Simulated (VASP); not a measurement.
Zr2B: single point with r2SCAN

Zr2B:

```
Zr B
1.0
     5.64063    0.00000    0.00000
     0.00000    5.71254    0.00000
     0.00000    0.00000    3.47900
Zr B
4 2
Direct
  0.25793 0.33527 0.00000
  0.74207 0.66473 0.00000
  0.75793 0.16473 0.50000
  0.24207 0.83527 0.50000
  0.00000 0.00000 0.00000
  0.50000 0.50000 0.50000
```

- Program: VASP 6.6.1
- Task: single point
- Functional: r2SCAN
- Potentials or basis: VASP PAW PBE potentials, release 64 (Zr_sv, B)
- Cutoff: 520 eV
- k mesh: 8 × 8 × 12
- Occupations: gaussian, width 0.1 eV
- Spin: no spin polarisation

```
Pressure               : 0.0 GPa
Band gap on the k mesh : zero (bands 27 and 28 overlap by 1.42 eV)
```

Forces in eV/Å, atoms in the order of the input:
```
Zr   0.001  0.002  0.000
Zr  -0.001 -0.002  0.000
Zr   0.001 -0.002  0.000
Zr  -0.001  0.002  0.000
B    0.000  0.000  0.000
B    0.000  0.000  0.000
```

Levels at points of the mesh, in eV from the Fermi level:
| k point | band 24 | band 25 | band 26 | band 27 | band 28 | band 29 | band 30 | band 31 |
| --- | --- | --- | --- | --- | --- | --- | --- | --- |
| (0.00, 0.00, 0.00) | -0.94 | -0.77 | 0.18 | 0.90 | 1.18 | 1.29 | 1.49 | 1.51 |
| (0.50, 0.00, 0.00) | -0.97 | -0.70 | -0.70 | 0.15 | 0.15 | 1.72 | 1.72 | 1.80 |
| (0.00, 0.50, 0.00) | -0.92 | -0.84 | -0.84 | 0.14 | 0.14 | 1.30 | 1.30 | 2.35 |
| (0.50, 0.50, 0.00) | -0.76 | -0.43 | -0.43 | -0.16 | -0.16 | 0.91 | 0.91 | 2.09 |
| (0.00, 0.00, 0.50) | -1.26 | -0.84 | -0.84 | -0.37 | -0.37 | 0.07 | 0.07 | 3.39 |
| (0.50, 0.00, 0.50) | -0.99 | -0.39 | -0.39 | -0.01 | -0.01 | 0.25 | 0.25 | 2.25 |
| (0.00, 0.50, 0.50) | -1.26 | -0.54 | -0.54 | -0.52 | -0.52 | 0.38 | 0.38 | 3.86 |
| (0.50, 0.50, 0.50) | -1.64 | -0.37 | -0.37 | -0.21 | -0.21 | 1.23 | 1.23 | 2.48 |

Run time: 51 min on 1 thread of Intel Xeon 8259CL, on a shared host, peak memory 0.61 GiB.

Caveat: the PAW data sets were made with another functional, which shifts forces and pressure a little.
